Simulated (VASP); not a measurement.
# Al16NO22 (a cell with a defect) in VASP: single point with PBE+D3(BJ)

Aim: the single point of Al16NO22 (a cell with a defect) with PBE+D3(BJ).

Everything below comes from runs of VASP 6.6.1. Logs are shortened: lines on timing, memory, paths and dates and some standing lists are left out, and cuts for length are marked.

## (1) The cell of the first run

The cell holds a defect, 39 atoms: a = 7.064 Å, b = 7.064 Å, c = 7.064 Å, α = 85.72°, β = 85.72°, γ = 85.72°.

## (2) Single point, PBE+D3(BJ)

The input, INCAR:

```
PREC = Accurate ; ENCUT = 520
EDIFF = 1E-7 ; ISMEAR = 0
SIGMA = 0.05 ; LREAL = Auto
LASPH = T ; NELM = 100
ALGO = Normal ; ISIF = 2
LWAVE = F ; LCHARG = F
GGA = PE ; IVDW = 12
NBANDS = 118 ; NELECT = 184.0
```

The input, KPOINTS:

```
Automatic mesh
0
Gamma
  2 2 2
```

The input, POSCAR:

```
Al16NO22
1.0
   -4.8050270000     -2.7741840000      4.3720840000
    4.8050270000     -2.7741840000      4.3720840000
    0.0000000000      5.5483680000      4.3720840000
Al O N
16 22 1
Direct
    0.1452650628      0.1479851307      0.1516381024
    0.3513000411      0.3487629065      0.3526439537
    0.6348890150      0.6350942168      0.6448617254
    0.8544905544      0.8633876949      0.8684002851
    0.6395533724      0.6429077760      0.1432843313
    0.8267544912      0.8631986152      0.3449105879
    0.1527070468      0.1509505531      0.6465263398
    0.3576663507      0.3410847581      0.8577288215
    0.6623402356      0.1403390065      0.6406326888
    0.8583191557      0.3529093006      0.8533297726
    0.1419556555      0.6460033955      0.1522145596
    0.3476494686      0.8533758672      0.3486793360
    0.1773046193      0.6350258766      0.6552876926
    0.3474351476      0.8515917319      0.8544819278
    0.6442149891      0.1563097182      0.1450934464
    0.8542239802      0.3553308419      0.3484769998
    0.4054925328      0.5917597484      0.7594850093
    0.4082481479      0.2457566572      0.5975534907
    0.5872453601      0.7393246305      0.3910804479
    0.7579579917      0.4082814966      0.5943989167
    0.2456119518      0.5961954137      0.4065931684
    0.5920761075      0.4028569835      0.2460099009
    0.9178357431      0.1062908756      0.7567639132
    0.0983141720      0.2505799136      0.4041044844
    0.2481583476      0.8963322289      0.5998146564
    0.7520858012      0.1099102213      0.3902795513
    0.0871181154      0.9020583853      0.2563210698
    0.8999928351      0.6048036509      0.2634499613
    0.9062863224      0.2551207827      0.0967210553
    0.0924899364      0.7474152885      0.8969065564
    0.2488365130      0.4031938142      0.0976910871
    0.7542179716      0.5884738457      0.9093735593
    0.1026255959      0.4062286766      0.7487979134
    0.4003592303      0.0959676005      0.2502155504
    0.3952641083      0.7512331799      0.0930905147
    0.6008201685      0.2406317658      0.8977747137
    0.7400124525      0.9074473077      0.0982679064
    0.2556934263      0.0938246168      0.9048066680
    0.6799459315      0.8766270323      0.6879916420
```

Potentials or basis: VASP PAW PBE potentials, release 64 (Al, O, N).

The run is started by

```bash
$ cat potpaw_PBE.64/Al/POTCAR potpaw_PBE.64/O/POTCAR potpaw_PBE.64/N/POTCAR > POTCAR
$ mpirun -np 1 vasp_std > vasp.out
```

OUTCAR:

```text
PREC = Accurate
   ENCUT = 520
   EDIFF = 1E-7
   ISMEAR = 0
   LREAL = Auto
   LASPH = T
   NELM = 100
   ISIF = 2
   GGA = PE
   IVDW = 12
   NELECT = 184.0
 IVDW          = 12

 ion  position               nearest neighbor table
   1  0.145  0.148  0.152-  29 1.85  27 1.90  38 1.91  24 1.97  34 1.98  31 2.00   2 2.66  12 2.78
                            16 2.78   8 2.80  10 3.22  14 3.25   6 3.28
   2  0.351  0.349  0.353-  22 1.86  18 1.89  21 1.90  24 1.96  34 1.97  31 1.99   1 2.66   7 2.77
                            15 2.78  11 2.83  13 3.17   5 3.22   9 3.30
   3  0.635  0.635  0.645-  17 1.79  39 1.81  20 1.81  19 1.93  32 2.10  10 2.84  14 2.84   6 2.88
                             4 2.94   8 3.18  16 3.22  13 3.23  12 3.25
   4  0.854  0.863  0.868-  37 1.80  39 1.83  30 1.83  23 1.90  32 2.11   9 2.78   5 2.82   3 2.94
                            13 3.06  15 3.17  11 3.19   7 3.27   6 3.36
   5  0.640  0.643  0.143-  22 1.84  32 1.84  35 1.88  19 1.93  37 2.04  28 2.07   6 2.67  16 2.82
                             4 2.82  12 2.83  14 3.21   2 3.22  10 3.23
   6  0.827  0.863  0.345-  26 1.83  37 1.89  27 1.93  19 1.96  28 1.98  39 2.57   5 2.67  15 2.72
                             3 2.88  11 2.92   9 3.07   1 3.28   4 3.36
   7  0.153  0.151  0.647-  23 1.82  24 1.86  25 1.92  18 1.97  33 1.99  38 2.02   8 2.65   2 2.77
                            10 2.81  14 2.82  12 3.25   4 3.27  16 3.27
   8  0.358  0.341  0.858-  36 1.84  31 1.88  17 1.90  38 1.94  18 2.00  33 2.02   7 2.65  13 2.72
                             1 2.80   9 2.89  15 3.12   3 3.18  11 3.32
   9  0.662  0.140  0.641-  26 1.86  39 1.86  18 1.93  36 2.00  23 2.03  20 2.05  10 2.72   4 2.78
                            16 2.80   8 2.89   6 3.07   2 3.30  14 3.33
  10  0.858  0.353  0.853-  32 1.83  29 1.85  33 1.88  23 1.92  20 2.01  36 2.03   9 2.72  15 2.81
                             7 2.81   3 2.84   1 3.22   5 3.23  13 3.28
  11  0.142  0.646  0.152-  28 1.86  31 1.88  30 1.94  21 1.99  35 1.99  27 2.00  12 2.67   2 2.83
                            14 2.84   6 2.92  16 3.17   4 3.19   8 3.32
  12  0.348  0.853  0.349-  34 1.85  19 1.85  25 1.90  35 1.99  27 2.00  21 2.01  11 2.67   1 2.78
                            13 2.81   5 2.83   7 3.25   3 3.25  15 3.29
  13  0.177  0.635  0.655-  33 1.80  17 1.82  21 1.82  25 1.95  30 1.97  14 2.57   8 2.72  12 2.81
                             4 3.06   2 3.17   3 3.23  10 3.28
  14  0.347  0.852  0.854-  35 1.82  38 1.83  25 1.97  30 1.99  17 2.00  39 2.56  13 2.57   7 2.82
                            11 2.84   3 2.84   5 3.21   1 3.25   9 3.33
  15  0.644  0.156  0.145-  36 1.84  37 1.88  34 1.89  22 1.93  26 1.94  29 2.02  16 2.68   6 2.72
                             2 2.78  10 2.81   8 3.12   4 3.17  12 3.29
  16  0.854  0.355  0.348-  28 1.86  20 1.87  24 1.88  26 1.92  29 1.96  22 2.03  15 2.68   1 2.78
                             9 2.80   5 2.82  11 3.17   3 3.22   7 3.27
  17  0.405  0.592  0.759-   3 1.79  13 1.82   8 1.90  14 2.00
  18  0.408  0.246  0.598-   2 1.89   9 1.93   7 1.97   8 2.00
  19  0.587  0.739  0.391-  12 1.85   5 1.93   3 1.93   6 1.96
  20  0.758  0.408  0.594-   3 1.81  16 1.87  10 2.01   9 2.05
  21  0.246  0.596  0.407-  13 1.82   2 1.90  11 1.99  12 2.01
  22  0.592  0.403  0.246-   5 1.84   2 1.86  15 1.93  16 2.03
[... 230 lines left out ...]
     AMIX     =   0.40;   BMIX     =  1.00
     AMIX_MAG =   1.60;   BMIX_MAG =  1.00
  volume/ion in A,a.u.               =       8.97        60.51
  Fermi-wavevector in a.u.,A,eV,Ry     =   1.321672  2.497599 23.766901  1.746818
  Thomas-Fermi vector in A             =   2.451409
   LORBIT       =      0    0 simple, 1 ext, 2 COOP (PROOUT), +10 PAW based schemes
   GGA     = PE    functional components
   LHFCALC =     F    Hartree Fock is set to
   AEXX    =    0.0000 exact exchange contribution
   IVDW    =    12    specifies the selected vdW correction
   LEPSILON=     F    determine dielectric tensor
   LRPA    =     F    only Hartree local field effects (RPA)
 non-spin polarized calculation
 Gauss-broadening in eV      SIGMA  =   0.05
  energy-cutoff  :      520.00
  volume of cell :      349.68
 maximum number of plane-waves:      9428
 NGX is ok and might be reduce to    54
   NGX = 27   NGY = 27   NGZ = 27

 number of electron     184.0000009 magnetization

 Free energy of the ion-electron system (eV)
  ---------------------------------------------------
  ext. energy  EPLUGINS =         0.00000000
  ---------------------------------------------------
  free energy    TOTEN  =      -295.26538793 eV

  energy without entropy =     -295.26538793  energy(sigma->0) =     -295.26538793

 E-fermi :   7.1714     XC(G=0): -11.3790

 val. band max:        6.9236297534   @ k =   0.5000   0.5000   0.5000
 cond. band min:       9.4183497642   @ k =   0.0000   0.0000   0.0000
 fundamental gap:      2.4947200109
 Fermi energy:         7.1714467920

 k-point     1 :       0.0000    0.0000    0.0000
  band No.  band energies     occupation
      1     -13.3345      2.00000
      2     -12.5321      2.00000
      3     -12.2377      2.00000
      4     -12.0401      2.00000
      5     -11.8110      2.00000
      6     -11.6254      2.00000
[... 845 lines left out ...]
    103      15.1049      0.00000
    104      15.1703      0.00000
 [bands above 104 left out]

------------------------ aborting loop because EDIFF is reached ----------------------------------------

 Edisp (eV)   -9.00166

 E8    (eV) :    -3.4144

  FORCE on cell =-STRESS in cart. coord.  units (eV):
  Direction    XX          YY          ZZ          XY          YZ          ZX
  --------------------------------------------------------------------------------------
  -------------------------------------------------------------------------------------
  Total     -16.55456   -11.83782    -9.98465    -6.53659    -1.94240    -4.30260
  in kB     -75.85029   -54.23900   -45.74803   -29.94957    -8.89975   -19.71380
  external pressure =      -58.61 kB  Pullay stress =        0.00 kB

 VOLUME and BASIS-vectors are now :
 -----------------------------------------------------------------------------
  energy-cutoff  :      520.00
  volume of cell :      349.68
      direct lattice vectors                 reciprocal lattice vectors
    -4.805027000 -2.774184000  4.372084000    -0.104057688 -0.060077726  0.076241292
     4.805027000 -2.774184000  4.372084000     0.104057688 -0.060077726  0.076241292
     0.000000000  5.548368000  4.372084000     0.000000000  0.120155452  0.076241292

 POSITION                                       TOTAL-FORCE (eV/Angst)
 -----------------------------------------------------------------------------------
      0.01307      0.02781      1.94509        -0.010824     -0.011339     -0.010519
     -0.01219      0.01449      4.60252         0.006240     -0.018674     -0.003581
      0.00099      0.05476      8.37186         0.046900      0.061179      0.035509
      0.04275      0.05249     11.30743         0.053325      0.006150     -0.021707
      0.01612     -2.76279      6.23348        -0.005135     -0.015997     -0.038461
      0.17511     -2.77455      8.89660        -0.015306     -0.169055     -0.103782
[... 31 lines left out ...]
     -0.77778      4.05057      5.48401        -0.027776     -0.012334      0.008685
      0.94506     -0.50099      9.81342         0.699250      0.591163     -0.017820
 -----------------------------------------------------------------------------------
    total drift:                               -0.009023     -0.031396      0.010921

  FREE ENERGIE OF THE ION-ELECTRON SYSTEM (eV)
  ---------------------------------------------------
  free  energy   TOTEN  =      -304.2670441040 eV

  energy  without entropy=     -304.2670441040  energy(sigma->0) =     -304.26704410
```

Run time: 7.6 min. Hardware: 1 thread of Oxide Virtual Turin-like, shared host; peak memory 0.47 GiB.

What came out:

| Item | Value |
| --- | --- |
| Free energy | -304.2670 eV |
| Largest force | 0.916 eV/Å |
| Dispersion energy per atom | -0.231 eV |

Forces in eV/Å, atoms in the order of the input:
```
Al  -0.011 -0.011 -0.011
Al   0.006 -0.019 -0.004
Al   0.047  0.061  0.036
Al   0.053  0.006 -0.022
Al  -0.005 -0.016 -0.038
Al  -0.015 -0.169 -0.104
Al  -0.051 -0.005 -0.025
Al  -0.013  0.019  0.005
Al   0.106  0.056 -0.026
Al  -0.052 -0.033 -0.009
Al  -0.010 -0.073 -0.025
Al  -0.030  0.009  0.021
Al  -0.073  0.026  0.025
Al  -0.172 -0.191  0.124
Al  -0.007 -0.011  0.010
Al  -0.018  0.015  0.023
O   -0.074  0.061 -0.021
O    0.021 -0.030 -0.003
O   -0.053 -0.026  0.075
O    0.021 -0.036  0.032
O   -0.020 -0.015  0.008
O   -0.023 -0.012  0.009
O   -0.052 -0.046 -0.089
O   -0.009 -0.011 -0.005
O   -0.019 -0.016 -0.040
O   -0.071  0.054  0.026
O    0.001 -0.010 -0.011
O   -0.015 -0.025  0.003
O   -0.013 -0.009 -0.012
O    0.011 -0.051 -0.020
O   -0.008  0.000 -0.003
O   -0.069 -0.046  0.027
O   -0.035  0.015 -0.035
O   -0.021 -0.016  0.003
O   -0.014  0.018  0.011
O    0.019 -0.035  0.063
O   -0.004 -0.005  0.010
O   -0.028 -0.012  0.009
N    0.699  0.591 -0.018
```

Caveat: the k points lie up to 0.45 Å⁻¹ apart; the cell carries a net charge on a neutralising background, which shifts energy and pressure; the cell is charged against a uniform background, so pressure and absolute levels hang on convention.
